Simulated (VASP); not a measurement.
# Tl (R-3m) in VASP: further runs, part 2 of 2

VASP 6.6.1.

### Step 5. Single point, LDA (equal xy, yz and zx shear strains of +2 %)

INCAR reads:

```
PREC = Accurate
ENCUT = 520
EDIFF = 1E-6
ISMEAR = -1
SIGMA = 0.05
LREAL = False
LASPH = True
NELM = 100
ALGO = Normal
ISIF = 2
LWAVE = False
LCHARG = True
LELF = True
LVHAR = True
NBANDS = 12
```

KPOINTS reads:

```
Automatic mesh
0
Gamma
  13 13 13
```

POSCAR reads:

```
Tl
1.0
   -1.9021800000      1.9410000000      1.9410000000
    1.9410000000     -1.9021800000      1.9410000000
    1.9410000000      1.9410000000     -1.9021800000
Tl
1
Direct
    0.0000000000      0.0000000000      0.0000000000
```

Potentials or basis: VASP PAW LDA potentials, release 64 (Tl_d).

On the command line:

```bash
$ cat potpaw_LDA.64/Tl_d/POTCAR > POTCAR
$ mpirun -np 1 vasp_std > vasp.out
```

OUTCAR:

```text
PREC = Accurate
   ENCUT = 520
   EDIFF = 1E-6
   ISMEAR = -1
   LREAL = False
   LASPH = True
   NELM = 100
   ISIF = 2

 ion  position               nearest neighbor table
   1  0.000  0.000  0.000-

  LATTYP: Found a trigonal (rhomboedric) cell.
 ALAT       =     3.3396482977
 COS(alpha) =    -0.3242805026

  Lattice vectors:

 A1 = (  -1.9021800000,   1.9410000000,   1.9410000000)
 A2 = (   1.9410000000,  -1.9021800000,   1.9410000000)
 A3 = (   1.9410000000,   1.9410000000,  -1.9021800000)

Analysis of symmetry for initial positions (statically):
=====================================================================
 Subroutine PRICEL returns:
 Original cell was already a primitive cell.

 Routine SETGRP: Setting up the symmetry group for a
 trigonal (rhombohedral) supercell.

 Subroutine GETGRP returns: Found 12 space group operations
 (whereof 12 operations were pure point group operations)
 out of a pool of 12 trial point group operations.

The static configuration has the point symmetry D_3d.

Analysis of symmetry for dynamics (positions and initial velocities):
=====================================================================
 Subroutine PRICEL returns:
 Original cell was already a primitive cell.

 Routine SETGRP: Setting up the symmetry group for a
 trigonal (rhombohedral) supercell.

 Subroutine GETGRP returns: Found 12 space group operations
 (whereof 12 operations were pure point group operations)
 out of a pool of 12 trial point group operations.

The dynamic configuration has the point symmetry D_3d.

 Subroutine INISYM returns: Found 12 space group operations
 (whereof 12 operations are pure point group operations),
 and found     1 'primitive' translations

----------------------------------------------------------------------------------------

                                     Primitive cell

  volume of cell :      29.2420

  direct lattice vectors                    reciprocal lattice vectors
    -1.902180000  1.941000000  1.941000000    -0.005101984  0.255099203  0.255099203
     1.941000000 -1.902180000  1.941000000     0.255099203 -0.005101984  0.255099203
     1.941000000  1.941000000 -1.902180000     0.255099203  0.255099203 -0.005101984

  length of vectors
     3.339648298  3.339648298  3.339648298     0.360800828  0.360800828  0.360800828

  position of ions in fractional coordinates (direct lattice)
     0.000000000  0.000000000  0.000000000

  ion indices of the primitive-cell ions
   primitive index   ion index
                 1           1

----------------------------------------------------------------------------------------

 KPOINTS: Automatic mesh

Automatic generation of k-mesh.
 Grid dimensions read from file:
 generate k-points for:   13   13   13

 Generating k-lattice:

  Cartesian coordinates                     Fractional coordinates (reciprocal lattice)
    -0.000392460  0.019623016  0.019623016     0.076923077  0.000000000  0.000000000
     0.019623016 -0.000392460  0.019623016     0.000000000  0.076923077  0.000000000
     0.019623016  0.019623016 -0.000392460    -0.000000000 -0.000000000  0.076923077

  Length of vectors
     0.027753910  0.027753910  0.027753910

  Shift w.r.t. Gamma in fractional coordinates (k-lattice)
     0.000000000  0.000000000  0.000000000

 Subroutine IBZKPT returns following result:
 ===========================================

 Found    231 irreducible k-points:

 Following reciprocal coordinates:
            Coordinates               Weight
  0.000000  0.000000  0.000000      1.000000
  0.076923  0.000000  0.000000      6.000000
  0.153846  0.000000  0.000000      6.000000
  0.230769  0.000000  0.000000      6.000000
  0.307692  0.000000  0.000000      6.000000
  0.384615  0.000000  0.000000      6.000000
[... 16 lines left out ...]
  0.384615  0.153846  0.000000     12.000000
  0.461538  0.153846  0.000000     12.000000
 [... further k-points ...]
   k-points           NKPTS =    231   k-points in BZ     NKDIM =    231   number of bands    NBANDS=     12
   number of dos      NEDOS =    301   number of ions     NIONS =      1
   total plane-waves  NPLWV =  21952
   dimension x,y,z NGX =    28 NGY =   28 NGZ =   28
   dimension x,y,z NGXF=    56 NGYF=   56 NGZF=   56
   ions per type =               1
   NGX,Y,Z   is equivalent  to a cutoff of  13.94, 13.94, 13.94 a.u.
   NGXF,Y,Z  is equivalent  to a cutoff of  27.88, 27.88, 27.88 a.u.
 SYSTEM =  unknown system
   PREC   = accura    normal or accurate (medium, high low for compatibility)
   ISTART =      0    job   : 0-new  1-cont  2-samecut
   ICHARG =      2    charge: 1-file 2-atom 10-const
   ISPIN  =      1    spin polarized calculation?
   LNONCOLLINEAR =      F non collinear calculations
   LSORBIT =      F    spin-orbit coupling
   LASPH  =      T    aspherical Exc in radial PAW
   ENCUT  =  520.0 eV  38.22 Ry    6.18 a.u.   6.21  6.21  6.21*2*pi/ulx,y,z
   NELM   =    100;   NELMIN=  2; NELMDL= -5     # of ELM steps
   EDIFF  = 0.1E-05   stopping-criterion for ELM
   LREAL  =      F    real-space projection
   EDIFFG = 0.1E-04   stopping-criterion for IOM
   NSW    =      0    number of steps for IOM
   IBRION =     -1    ionic relax: 0-MD 1-quasi-New 2-CG
   NFREE  =      0    steps in history (QN), initial steepest desc. (CG)
   ISIF   =      2    stress and relaxation
   ISYM   =      2    0-nonsym 1-usesym 2-fastsym
   POTIM  = 0.5000    time-step for ionic-motion
   TEBEG  =    0.0;   TEEND  =   0.0 temperature during run
   PSTRESS=    0.0 pullay stress
   NELECT =      13.0000    total number of electrons
   NUPDOWN=      -1.0000    fix difference up-down
   EMIN   =  10.00;   EMAX   =-10.00  energy-range for DOS
   EFERMI =   0.00;   METHOD = LEGACY
   ISMEAR =    -1;   SIGMA  =   0.05  broadening in eV -4-tet -1-fermi 0-gaus
   EFERMI_NEDOS =   21; number of points for ismear=-14 and -15
   IALGO  =     38    algorithm
   IMIX   =      4    mixing-type and parameters
     AMIX     =   0.40;   BMIX     =  1.00
     AMIX_MAG =   1.60;   BMIX_MAG =  1.00
  volume/ion in A,a.u.               =      29.24       197.33
  Fermi-wavevector in a.u.,A,eV,Ry     =   1.249454  2.361125 21.240531  1.561135
  Thomas-Fermi vector in A             =   2.383494
   LORBIT       =      0    0 simple, 1 ext, 2 COOP (PROOUT), +10 PAW based schemes
   GGA     = CA    functional components
   LHFCALC =     F    Hartree Fock is set to
   AEXX    =    0.0000 exact exchange contribution
   IVDW    =     0    specifies the selected vdW correction
   LEPSILON=     F    determine dielectric tensor
   LRPA    =     F    only Hartree local field effects (RPA)
 non-spin polarized calculation
  energy-cutoff  :      520.00
  volume of cell :       29.24
 maximum number of plane-waves:       799
 NGX is ok and might be reduce to    28
   NGX = 13   NGY = 13   NGZ = 13

 number of electron      13.0000001 magnetization

 Free energy of the ion-electron system (eV)
  ---------------------------------------------------
  ext. energy  EPLUGINS =         0.00000000
  ---------------------------------------------------
  free energy    TOTEN  =        -2.91445295 eV

  energy without entropy =       -2.90954686  energy(sigma->0) =       -2.91199990

 E-fermi :   6.0238     XC(G=0): -10.3956

 val. band max:        6.0141834732   @ k =   0.3846   0.3846   0.3846
 cond. band min:       6.0259360780   @ k =  -0.3077   0.4615   0.0769
 fundamental gap:      0.0117526048
 Fermi energy:         6.0238269508

 k-point     1 :       0.0000    0.0000    0.0000
  band No.  band energies     occupation
      1      -5.5687      2.00000
      2      -5.5687      2.00000
      3      -5.4857      2.00000
      4      -5.1200      2.00000
      5      -5.1200      2.00000
      6      -3.8600      2.00000
      7      16.1957      0.00000
      8      16.6824      0.00000
      9      16.6824      0.00000
     10      18.3423      0.00000
     11      18.3423      0.00000
     12      18.6052      0.00000
[... 331 lines left out ...]
 k-point    24 :       0.4615    0.1538    0.0000
  band No.  band energies     occupation
      1      -5.6998      2.00000
      2      -5.5750      2.00000
      3      -5.1582      2.00000
      4      -5.1474      2.00000
      5      -4.9475      2.00000
      6       0.9130      2.00000
      7       4.0804      2.00000
      8       9.4969      0.00000
      9      12.6697      0.00000
     10      17.4024      0.00000
     11      20.1106      0.00000
     12      21.1140      0.00000

 [... further k-points ...]

------------------------ aborting loop because EDIFF is reached ----------------------------------------

  FORCE on cell =-STRESS in cart. coord.  units (eV):
  Direction    XX          YY          ZZ          XY          YZ          ZX
  --------------------------------------------------------------------------------------
  -------------------------------------------------------------------------------------
  Total       -0.4368544     -0.4368544     -0.4368544     -0.0339887     -0.0339887     -0.0339887
  in kB      -23.9353706    -23.9353706    -23.9353706     -1.8622512     -1.8622512     -1.8622512
  external PRESSURE =     -23.9353706 kB  Pullay stress =       0.0000000 kB

 VOLUME and BASIS-vectors are now :
 -----------------------------------------------------------------------------
  energy-cutoff  :      520.00
  volume of cell :       29.24
      direct lattice vectors                 reciprocal lattice vectors
    -1.902180000  1.941000000  1.941000000    -0.005101984  0.255099203  0.255099203
     1.941000000 -1.902180000  1.941000000     0.255099203 -0.005101984  0.255099203
     1.941000000  1.941000000 -1.902180000     0.255099203  0.255099203 -0.005101984

 POSITION                                       TOTAL-FORCE (eV/Angst)
 -----------------------------------------------------------------------------------
      0.00000      0.00000      0.00000         0.000000     -0.000000      0.000000
 -----------------------------------------------------------------------------------
    total drift:                               -0.000000     -0.000000     -0.000000

  FREE ENERGIE OF THE ION-ELECTRON SYSTEM (eV)
  ---------------------------------------------------
  free  energy   TOTEN  =        -2.9144529477 eV

  energy  without entropy=       -2.9095468609  energy(sigma->0) =       -2.91199990
```

It took 1.7 min on 1 thread of Intel Xeon 8259CL, shared host; peak memory 0.2 GiB.

What came out:

* Free energy: -2.9145 eV
* Pressure: -2.4 GPa
* Band gap on the k mesh: zero (an odd number of electrons rules out a gap without spin polarisation)

Caveat: the cell differs from its parent crystal (equal xy, yz and zx shear strains of +2 %); spin-orbit coupling is left out, which moves the levels of the heavy elements.

### Step 6. Overview

```tsv
cell	gap on the mesh (eV)	pressure (GPa)
a = 3.384 Å, angles 110.0°, 1 atom	none	-2.4
a = 3.373 Å, angles 109.7°, 1 atom	none	-2.4
a = 3.351 Å, angles 109.2°, 1 atom	none	-2.4
a = 3.340 Å, angles 108.9°, 1 atom	none	-2.4
```

Alike in all rows: task single point; level LDA; potentials or basis VASP PAW LDA potentials, release 64 (Tl_d); no spin polarisation; k mesh 13 × 13 × 13; cutoff (eV) 520; smearing fermi-dirac 0.05 eV.

Caveats: spin-orbit coupling is left out, which moves the levels of the heavy elements.

Total energies depend on the potentials used, so only differences within one code and one set of settings carry meaning.

The gap in the log of VASP goes by the Fermi energy; the results here count the filled bands.